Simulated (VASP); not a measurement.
# SiC (P6_3mc) in VASP: a series of runs

The runs below take SiC through single point, relaxation of cell and atoms, with PBE.

Everything below comes from runs of VASP 6.6.1. Logs are shortened: lines on timing, memory, paths and dates and some standing lists are left out, and cuts for length are marked.

### 1 The cell of the first run

It takes space group P6_3mc (No. 186, hexagonal). Conventional cell: a = 3.095 Å, b = 3.095 Å, c = 15.186 Å, α = 90.00°, β = 90.00°, γ = 120.00°. Within 2.5 Å of Si (site symmetry 3m) lie 4 C at 1.90 Å. Within 2.5 Å of Si (site symmetry 3m) lie 4 C at 1.89 to 1.90 Å. Si (site symmetry 3m) has 4 C at 1.89 to 1.90 Å within 2.5 Å. C (site symmetry 3m) has 4 Si at 1.89 to 1.90 Å within 2.5 Å. Within 2.5 Å of C (site symmetry 3m) lie 4 Si at 1.89 to 1.90 Å. C (site symmetry 3m) has 4 Si at 1.90 Å within 2.5 Å.

### 2 Single point, PBE

The input, INCAR:

```
SYSTEM = SiC
PREC = Accurate
ENCUT = 520
EDIFF = 1E-7
ISMEAR = 0
SIGMA = 0.01
LREAL = .False.
LASPH = .True.
NELM = 60
ALGO = Normal
ISIF = 2
LWAVE = .False.
LCHARG = .False.
GGA = PE
NBANDS = 36
```

The input, KPOINTS:

```
Automatic mesh
0
Gamma
  12 12 2
  0 0 0
```

The input, POSCAR:

```
SiC
1.0
    3.0949923289      0.0000000000      0.0000000000
   -1.5474961644      2.6803419813      0.0000000000
    0.0000000000      0.0000000000     15.1864123760
Si C
6 6
Direct
    0.0000000000      0.0000000000     -0.0000396356
    0.3333333333      0.6666666667      0.1666891626
    0.6666666667      0.3333333333      0.3331822070
    0.0000000000      0.0000000000      0.4999603644
    0.6666666667      0.3333333333      0.6666891626
    0.3333333333      0.6666666667      0.8331822070
    0.0000000000      0.0000000000      0.1253107013
    0.3333333333      0.6666666667      0.2916844908
    0.6666666667      0.3333333333      0.4581730739
    0.0000000000      0.0000000000      0.6253107013
    0.6666666667      0.3333333333      0.7916844908
    0.3333333333      0.6666666667      0.9581730739
```

Potentials or basis: VASP PAW PBE potentials, release 64 (Si, C).

The run is started by

```console
$ cat potpaw_PBE.64/Si/POTCAR potpaw_PBE.64/C/POTCAR > POTCAR
$ mpirun -np 1 vasp_std > vasp.out
```

OUTCAR:

```text
SYSTEM = SiC
   PREC = Accurate
   ENCUT = 520
   EDIFF = 1E-7
   ISMEAR = 0
   LREAL = .False.
   LASPH = .True.
   NELM = 60
   ISIF = 2
   GGA = PE

 ion  position               nearest neighbor table
   1  0.000  0.000  1.000-  12 1.90  12 1.90  12 1.90   7 1.90   2 3.10   2 3.10   2 3.10   6 3.10
                             6 3.10   6 3.10
   2  0.333  0.667  0.167-   7 1.89   7 1.89   7 1.89   8 1.90   3 3.10   3 3.10   3 3.10   1 3.10
                             1 3.10   1 3.10
   3  0.667  0.333  0.333-   8 1.89   8 1.89   8 1.89   9 1.90   2 3.10   2 3.10   2 3.10   4 3.10
                             4 3.10   4 3.10
   4  0.000  0.000  0.500-   9 1.90   9 1.90   9 1.90  10 1.90   5 3.10   5 3.10   5 3.10   3 3.10
                             3 3.10   3 3.10
   5  0.667  0.333  0.667-  10 1.89  10 1.89  10 1.89  11 1.90   6 3.10   6 3.10   6 3.10   4 3.10
                             4 3.10   4 3.10
   6  0.333  0.667  0.833-  11 1.89  11 1.89  11 1.89  12 1.90   5 3.10   5 3.10   5 3.10   1 3.10
                             1 3.10   1 3.10
   7  0.000  0.000  0.125-   2 1.89   2 1.89   2 1.89   1 1.90
   8  0.333  0.667  0.292-   3 1.89   3 1.89   3 1.89   2 1.90
   9  0.667  0.333  0.458-   4 1.90   4 1.90   4 1.90   3 1.90
  10  0.000  0.000  0.625-   5 1.89   5 1.89   5 1.89   4 1.90
  11  0.667  0.333  0.792-   6 1.89   6 1.89   6 1.89   5 1.90
  12  0.333  0.667  0.958-   1 1.90   1 1.90   1 1.90   6 1.90

  LATTYP: Found a hexagonal cell.
 ALAT       =     3.0949923289
 C/A-ratio  =     4.9067689875

  Lattice vectors:

 A1 = (   3.0949923289,   0.0000000000,   0.0000000000)
 A2 = (  -1.5474961644,   2.6803419813,   0.0000000000)
 A3 = (   0.0000000000,   0.0000000000,  15.1864123760)

Analysis of symmetry for initial positions (statically):
=====================================================================
 Subroutine PRICEL returns:
 Original cell was already a primitive cell.

 Routine SETGRP: Setting up the symmetry group for a
 hexagonal supercell.

 Subroutine GETGRP returns: Found 12 space group operations
 (whereof  6 operations were pure point group operations)
 out of a pool of 24 trial point group operations.

The static configuration has the point symmetry C_3v.
 The point group associated with its full space group is C_6v.

Analysis of symmetry for dynamics (positions and initial velocities):
=====================================================================
 Subroutine PRICEL returns:
 Original cell was already a primitive cell.

 Routine SETGRP: Setting up the symmetry group for a
 hexagonal supercell.

 Subroutine GETGRP returns: Found 12 space group operations
 (whereof  6 operations were pure point group operations)
 out of a pool of 24 trial point group operations.

The dynamic configuration has the point symmetry C_3v.
 The point group associated with its full space group is C_6v.

 Subroutine INISYM returns: Found 12 space group operations
 (whereof  6 operations are pure point group operations),
 and found     1 'primitive' translations

----------------------------------------------------------------------------------------

                                     Primitive cell

  volume of cell :     125.9810

  direct lattice vectors                    reciprocal lattice vectors
     3.094992329  0.000000000  0.000000000     0.323102578  0.186543360  0.000000000
    -1.547496164  2.680341981  0.000000000     0.000000000  0.373086721  0.000000000
     0.000000000  0.000000000 15.186412376     0.000000000  0.000000000  0.065848337

  length of vectors
     3.094992329  3.094992329 15.186412376     0.373086721  0.373086721  0.065848337

  position of ions in fractional coordinates (direct lattice)
     0.000000000  0.000000000  0.999960364
     0.333333333  0.666666667  0.166689163
     0.666666667  0.333333333  0.333182207
     0.000000000  0.000000000  0.499960364
     0.666666667  0.333333333  0.666689163
     0.333333333  0.666666667  0.833182207
     0.000000000  0.000000000  0.125310701
     0.333333333  0.666666667  0.291684491
     0.666666667  0.333333333  0.458173074
     0.000000000  0.000000000  0.625310701
     0.666666667  0.333333333  0.791684491
     0.333333333  0.666666667  0.958173074

  ion indices of the primitive-cell ions
   primitive index   ion index
                 1           1
                 2           2
                 3           3
                 4           4
                 5           5
                 6           6
                 7           7
                 8           8
                 9           9
                10          10
                11          11
                12          12

----------------------------------------------------------------------------------------

 KPOINTS: Automatic mesh

Automatic generation of k-mesh.
 Grid dimensions read from file:
 generate k-points for:   12   12    2

 Generating k-lattice:

  Cartesian coordinates                     Fractional coordinates (reciprocal lattice)
     0.026925215  0.015545280  0.000000000     0.083333333  0.000000000  0.000000000
     0.000000000  0.031090560  0.000000000     0.000000000  0.083333333  0.000000000
     0.000000000  0.000000000  0.032924169     0.000000000  0.000000000  0.500000000

  Length of vectors
     0.031090560  0.031090560  0.032924169

  Shift w.r.t. Gamma in fractional coordinates (k-lattice)
     0.000000000  0.000000000  0.000000000

 Subroutine IBZKPT returns following result:
 ===========================================

 Found     38 irreducible k-points:

 Following reciprocal coordinates:
            Coordinates               Weight
  0.000000  0.000000  0.000000      1.000000
  0.083333 -0.000000  0.000000      6.000000
  0.166667  0.000000  0.000000      6.000000
  0.250000  0.000000  0.000000      6.000000
  0.333333 -0.000000  0.000000      6.000000
  0.416667  0.000000  0.000000      6.000000
[... 16 lines left out ...]
  0.250000  0.000000  0.500000      6.000000
  0.333333 -0.000000  0.500000      6.000000
 [... further k-points ...]
   k-points           NKPTS =     38   k-points in BZ     NKDIM =     38   number of bands    NBANDS=     36
   number of dos      NEDOS =    301   number of ions     NIONS =     12
   total plane-waves  NPLWV =  69120
   dimension x,y,z NGX =    24 NGY =   24 NGZ =  120
   dimension x,y,z NGXF=    48 NGYF=   48 NGZF=  240
   ions per type =               6   6
   NGX,Y,Z   is equivalent  to a cutoff of  12.89, 12.89, 13.14 a.u.
   NGXF,Y,Z  is equivalent  to a cutoff of  25.78, 25.78, 26.27 a.u.
 SYSTEM =  SiC
   PREC   = accura    normal or accurate (medium, high low for compatibility)
   ISTART =      0    job   : 0-new  1-cont  2-samecut
   ICHARG =      2    charge: 1-file 2-atom 10-const
   ISPIN  =      1    spin polarized calculation?
   LNONCOLLINEAR =      F non collinear calculations
   LSORBIT =      F    spin-orbit coupling
   LASPH  =      T    aspherical Exc in radial PAW
   ENCUT  =  520.0 eV  38.22 Ry    6.18 a.u.   5.75  5.75 28.24*2*pi/ulx,y,z
   NELM   =     60;   NELMIN=  2; NELMDL= -5     # of ELM steps
   EDIFF  = 0.1E-06   stopping-criterion for ELM
   LREAL  =      F    real-space projection
   EDIFFG = 0.1E-05   stopping-criterion for IOM
   NSW    =      0    number of steps for IOM
   IBRION =     -1    ionic relax: 0-MD 1-quasi-New 2-CG
   NFREE  =      0    steps in history (QN), initial steepest desc. (CG)
   ISIF   =      2    stress and relaxation
   ISYM   =      2    0-nonsym 1-usesym 2-fastsym
   POTIM  = 0.5000    time-step for ionic-motion
   TEBEG  =    0.0;   TEEND  =   0.0 temperature during run
   PSTRESS=    0.0 pullay stress
   NELECT =      48.0000    total number of electrons
   NUPDOWN=      -1.0000    fix difference up-down
   EMIN   =  10.00;   EMAX   =-10.00  energy-range for DOS
   EFERMI =   0.00;   METHOD = LEGACY
   ISMEAR =     0;   SIGMA  =   0.01  broadening in eV -4-tet -1-fermi 0-gaus
   EFERMI_NEDOS =   21; number of points for ismear=-14 and -15
   IALGO  =     38    algorithm
   IMIX   =      4    mixing-type and parameters
     AMIX     =   0.40;   BMIX     =  1.00
     AMIX_MAG =   1.60;   BMIX_MAG =  1.00
  volume/ion in A,a.u.               =      10.50        70.85
  Fermi-wavevector in a.u.,A,eV,Ry     =   1.186826  2.242775 19.164555  1.408555
  Thomas-Fermi vector in A             =   2.322990
   LORBIT       =      0    0 simple, 1 ext, 2 COOP (PROOUT), +10 PAW based schemes
   GGA     = PE    functional components
   LHFCALC =     F    Hartree Fock is set to
   AEXX    =    0.0000 exact exchange contribution
   IVDW    =     0    specifies the selected vdW correction
   LEPSILON=     F    determine dielectric tensor
   LRPA    =     F    only Hartree local field effects (RPA)
 non-spin polarized calculation
 Gauss-broadening in eV      SIGMA  =   0.01
  energy-cutoff  :      520.00
  volume of cell :      125.98
 maximum number of plane-waves:      3444
 NGX is ok and might be reduce to    24
   NGX = 11   NGY = 11   NGZ = 57

 number of electron      48.0000002 magnetization

 Free energy of the ion-electron system (eV)
  ---------------------------------------------------
  ext. energy  EPLUGINS =         0.00000000
  ---------------------------------------------------
  free energy    TOTEN  =       -90.37376041 eV

  energy without entropy =      -90.37376041  energy(sigma->0) =      -90.37376041

 E-fermi :   8.0661     XC(G=0): -11.2907

 val. band max:        7.9888676380   @ k =   0.0000   0.0000   0.0000
 cond. band min:      10.0181416629   @ k =   0.5000   0.0000   0.0000
 fundamental gap:      2.0292740249
 Fermi energy:         8.0660896037

 k-point     1 :       0.0000    0.0000    0.0000
  band No.  band energies     occupation
      1      -7.3523      2.00000
      2      -6.8368      2.00000
      3      -6.8018      2.00000
      4      -5.3268      2.00000
      5      -5.2984      2.00000
      6      -3.8402      2.00000
[... 28 lines left out ...]
     35      15.2469      0.00000
     36      15.3550      0.00000

 k-point     2 :       0.0833   -0.0000    0.0000
  band No.  band energies     occupation
      1      -7.2330      2.00000
      2      -6.7194      2.00000
      3      -6.6839      2.00000
      4      -5.2152      2.00000
      5      -5.1866      2.00000
      6      -3.7399      2.00000
[... 28 lines left out ...]
     35      15.2517      0.00000
     36      15.2844      0.00000

 k-point     3 :       0.1667    0.0000    0.0000
  band No.  band energies     occupation
      1      -6.8783      2.00000
      2      -6.3705      2.00000
      3      -6.3337      2.00000
      4      -4.8858      2.00000
      5      -4.8565      2.00000
      6      -3.4480      2.00000
[... 28 lines left out ...]
     35      15.5184      0.00000
     36      15.8539      0.00000
[... 742 lines left out ...]
 k-point    23 :       0.2500    0.0000    0.5000
  band No.  band energies     occupation
      1      -6.1686      2.00000
      2      -6.1686      2.00000
      3      -5.1595      2.00000
      4      -5.1595      2.00000
      5      -3.4718      2.00000
      6      -3.4718      2.00000
[... 28 lines left out ...]
     35      15.9369      0.00000
     36      15.9369      0.00000

 k-point    24 :       0.3333   -0.0000    0.5000
  band No.  band energies     occupation
      1      -5.3943      2.00000
      2      -5.3943      2.00000
      3      -4.4351      2.00000
      4      -4.4351      2.00000
      5      -2.9087      2.00000
      6      -2.9087      2.00000
[... 28 lines left out ...]
     35      15.8190      0.00000
     36      15.8191      0.00000

 [... further k-points ...]

------------------------ aborting loop because EDIFF is reached ----------------------------------------

  FORCE on cell =-STRESS in cart. coord.  units (eV):
  Direction    XX          YY          ZZ          XY          YZ          ZX
  --------------------------------------------------------------------------------------
  -------------------------------------------------------------------------------------
  Total       -0.0387986     -0.0387986     -0.0333240     -0.0000000      0.0000000      0.0000000
  in kB       -0.4934252     -0.4934252     -0.4238014     -0.0000000      0.0000000      0.0000000
  external PRESSURE =      -0.4702172 kB  Pullay stress =       0.0000000 kB

 VOLUME and BASIS-vectors are now :
 -----------------------------------------------------------------------------
  energy-cutoff  :      520.00
  volume of cell :      125.98
      direct lattice vectors                 reciprocal lattice vectors
     3.094992329  0.000000000  0.000000000     0.323102578  0.186543360  0.000000000
    -1.547496164  2.680341981  0.000000000     0.000000000  0.373086721  0.000000000
     0.000000000  0.000000000 15.186412376     0.000000000  0.000000000  0.065848337

 POSITION                                       TOTAL-FORCE (eV/Angst)
 -----------------------------------------------------------------------------------
      0.00000      0.00000     15.18581        -0.000000      0.000000     -0.001297
     -0.00000      1.78689      2.53141         0.000000      0.000000      0.001193
      1.54750      0.89345      5.05984        -0.000000      0.000000      0.000811
      0.00000      0.00000      7.59260         0.000000      0.000000     -0.001297
      1.54750      0.89345     10.12462        -0.000000      0.000000      0.001193
     -0.00000      1.78689     12.65305         0.000000     -0.000000      0.000811
      0.00000      0.00000      1.90302        -0.000000     -0.000000      0.000755
     -0.00000      1.78689      4.42964        -0.000000     -0.000000     -0.000045
      1.54750      0.89345      6.95801        -0.000000      0.000000     -0.001417
      0.00000      0.00000      9.49623         0.000000      0.000000      0.000755
      1.54750      0.89345     12.02285        -0.000000      0.000000     -0.000045
     -0.00000      1.78689     14.55121         0.000000     -0.000000     -0.001417
 -----------------------------------------------------------------------------------
    total drift:                               -0.000000     -0.000000      0.000712

  FREE ENERGIE OF THE ION-ELECTRON SYSTEM (eV)
  ---------------------------------------------------
  free  energy   TOTEN  =       -90.3737604107 eV

  energy  without entropy=      -90.3737604107  energy(sigma->0) =      -90.37376041
```

It took 3.8 min on 1 thread of Intel Xeon Platinum 8259CL at 2.50GHz (Skylake/Cascade Lake), shared host; peak memory 0.3 GiB.

Results:

```
Free energy            : -90.3738 eV
Pressure               : 0.0 GPa
Band gap on the k mesh : 2.03 eV (least direct gap 3.12 eV)
```

A k mesh can miss the band edges.

### 3 Relaxation of cell and atoms, PBE

This run uses another cell than the first one, of 10.35 Å³/atom.

The input, INCAR:

```
SYSTEM = SiC
  ALGO = Normal
  EDIFF = 1E-6
  EDIFFG = -0.002
  ENCUT = 600
  GGA = PE
  IBRION = 2
  ISIF = 3
  ISMEAR = 0
  LASPH = .TRUE.
  LCHARG = .FALSE.
  LREAL = .FALSE.
  LWAVE = .FALSE.
  NELM = 80
  NSW = 80
  PREC = Accurate
  SIGMA = 0.01
```

The input, KPOINTS:

```
k-points
0
G
  12 12 2
  0 0 0
```

The input, POSCAR:

```
SiC
1.0
    3.0800000000      0.0000000000      0.0000000000
   -1.5400000000      2.6673582437      0.0000000000
    0.0000000000      0.0000000000     15.1200000000
Si C
6 6
Direct
    0.0000000000      0.0000000000      0.0000000000
    0.3333333333      0.6666666667      0.1666666667
    0.6666666667      0.3333333333      0.3333333333
    0.0000000000      0.0000000000      0.5000000000
    0.6666666667      0.3333333333      0.6666666667
    0.3333333333      0.6666666667      0.8333333333
    0.0000000000      0.0000000000      0.1250000000
    0.3333333333      0.6666666667      0.2916666667
    0.6666666667      0.3333333333      0.4583333333
    0.0000000000      0.0000000000      0.6250000000
    0.6666666667      0.3333333333      0.7916666667
    0.3333333333      0.6666666667      0.9583333333
```

Potentials or basis: VASP PAW PBE potentials, release 64 (Si, C).

The run is started by

```console
$ cat potpaw_PBE.64/Si/POTCAR potpaw_PBE.64/C/POTCAR > POTCAR
$ mpirun -np 1 vasp_std > vasp.out
```

Run time: 14 min. Hardware: 1 thread of Intel Xeon Platinum 8259CL at 2.50GHz (Skylake/Cascade Lake), shared host; peak memory 0.38 GiB.

It converged, with:

```yaml
Free_energy: -90.3803 eV
Relaxed_volume: 10.49 Å³/atom
Relaxed_cell: a = 3.094 Å, b = 3.094 Å, c = 15.182 Å, α = 90.00°, β = 90.00°, γ = 120.00°
Space_group_after_relaxing_to_0.1_Å: P6_3mc (No. 186)
Energy_gained_by_relaxing: 1.3 meV/atom
Ionic_steps: 9
Pressure_after_relaxing: 0.0 GPa
Band_gap_on_the_k_mesh: 2.03 eV (least direct gap 3.13 eV)
```

Step by step:
```tsv
step	energy change (eV)	largest force (eV/Å)	pressure (GPa)	volume (Å³)
1	0.0000	0.1209	2.89	124.22
2	0.0002	0.0733	-2.82	127.61
3	-0.0154	0.0324	-0.04	125.89
4	-0.0154	0.0342	0.03	125.86
5	-0.0155	0.0105	0.05	125.85
6	-0.0155	0.0081	0.05	125.85
7	-0.0155	0.0070	-0.04	125.90
8	-0.0155	0.0023	-0.01	125.88
9	-0.0155	0.0016	0.00	125.87
```

Final structure:
```
Si C
1.0
     3.09415    0.00000    0.00000
    -1.54707    2.67961    0.00000
     0.00000    0.00000   15.18179
Si C
6 6
Direct
  0.00000 0.00000 0.99996
  0.33333 0.66667 0.16669
  0.66667 0.33333 0.33318
  0.00000 0.00000 0.49996
  0.66667 0.33333 0.66669
  0.33333 0.66667 0.83318
  0.00000 0.00000 0.12531
  0.33333 0.66667 0.29169
  0.66667 0.33333 0.45817
  0.00000 0.00000 0.62531
  0.66667 0.33333 0.79169
  0.33333 0.66667 0.95817
```

Levels at points of the mesh, in eV from the valence-band top:
```csv
k point,band 21,band 22,band 23,band 24,band 25,band 26,band 27,band 28
"(0.00, 0.00, 0.00)",-0.30,-0.04,0.00,0.00,5.06,5.23,5.63,6.14
"(0.50, 0.00, 0.00)",-1.80,-1.77,-1.65,-1.10,2.03,2.21,3.19,3.87
"(0.00, 0.00, 0.50)",-0.10,-0.10,-0.10,-0.10,5.13,5.13,5.87,5.87
"(0.50, 0.00, 0.50)",-1.70,-1.70,-1.30,-1.30,2.07,2.07,3.41,3.41
```
